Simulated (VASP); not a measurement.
A run of VASP 6.6.1 is set up as follows.

File INCAR:

```
SYSTEM = Al
ALGO = Normal
EDIFF = 1E-6
ENCUT = 500
GGA = PE
GGA_COMPAT = .FALSE.
ISIF = 2
ISMEAR = -1
LASPH = .TRUE.
LCHARG = .TRUE.
LELF = .TRUE.
LREAL = .FALSE.
LVHAR = .TRUE.
LWAVE = .FALSE.
NBANDS = 10
NELM = 120
PREC = Accurate
SIGMA = 0.06122561905347299
```

File KPOINTS:

```
k-points
0
G
  11 11 11
  0 0 0
```

File POSCAR:

```
Al
1.0
    0.0000000000      3.0816010714      3.0816010714
    3.0816010714      0.0000000000      3.0816010714
    3.0816010714      3.0816010714      0.0000000000
Al
2
Direct
    0.0000000000      0.0000000000      0.0000000000
    0.2500000000      0.2500000000      0.2500000000
```

Potentials or basis: VASP PAW PBE potentials, release 64 (Al).

Command:

```sh
$ cat potpaw_PBE.64/Al/POTCAR > POTCAR
$ mpirun -np 1 vasp_std > vasp.out
```

Task: Predict the band gap on the k mesh.

Result: Zero (band 3 reaches 4.43 eV, above the bottom of band 4 at 1.49 eV).

Task: What does it give for the pressure?

Result: -1.9 GPa.
